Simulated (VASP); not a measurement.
A run of VASP 6.6.1 is set up as follows.

File POSCAR:

```
PbS
1.0
    0.0000000000      2.9657500000      2.9657500000
    2.9657500000      0.0000000000      2.9657500000
    2.9657500000      2.9657500000      0.0000000000
Pb S
1 1
Direct
    0.0000000000      0.0000000000      0.0000000000
    0.5000000000      0.5000000000      0.5000000000
```

INCAR.step1

```
ALGO = Normal ; EDIFF = 1E-5
ENCUT = 520 ; GGA = PE
ISIF = 2 ; ISMEAR = -1
LASPH = True ; LCHARG = False
LREAL = False ; LWAVE = True
NBANDS = 17 ; NELM = 80
PREC = Accurate ; SIGMA = 0.05
```

The input INCAR.step2:

```
AEXX = 0.25 ; ALGO = Normal
EDIFF = 1E-6 ; ENCUT = 520
GGA = PE ; ISIF = 2
ISMEAR = -1 ; ISTART = 1
LASPH = True ; LCHARG = False
LHFCALC = True ; LREAL = False
LWAVE = False ; NBANDS = 17
NELM = 80 ; PREC = Accurate
PRECFOCK = Normal ; SIGMA = 0.05
```

File KPOINTS:

```
k-points
0
Gamma
  4 4 4
```

Potentials or basis: VASP PAW PBE potentials, release 64 (Pb_d, S).

Launch:

```bash
$ cat potpaw_PBE.64/Pb_d/POTCAR potpaw_PBE.64/S/POTCAR > POTCAR
$ cp INCAR.step1 INCAR
$ mpirun -np 1 vasp_std > vasp.out
$ cp INCAR.step2 INCAR
$ mpirun -np 1 vasp_std > vasp.out
```

(1) Predict the pressure.

(2) Predict the band gap on the k mesh.

Results:

(1) 1.0 GPa.

(2) 1.48 eV, direct.

Caveat: the k points lie up to 0.46 Å⁻¹ apart; the PAW data sets were made with another functional, which shifts forces and pressure a little; spin-orbit coupling is left out, which moves the levels of the heavy elements.
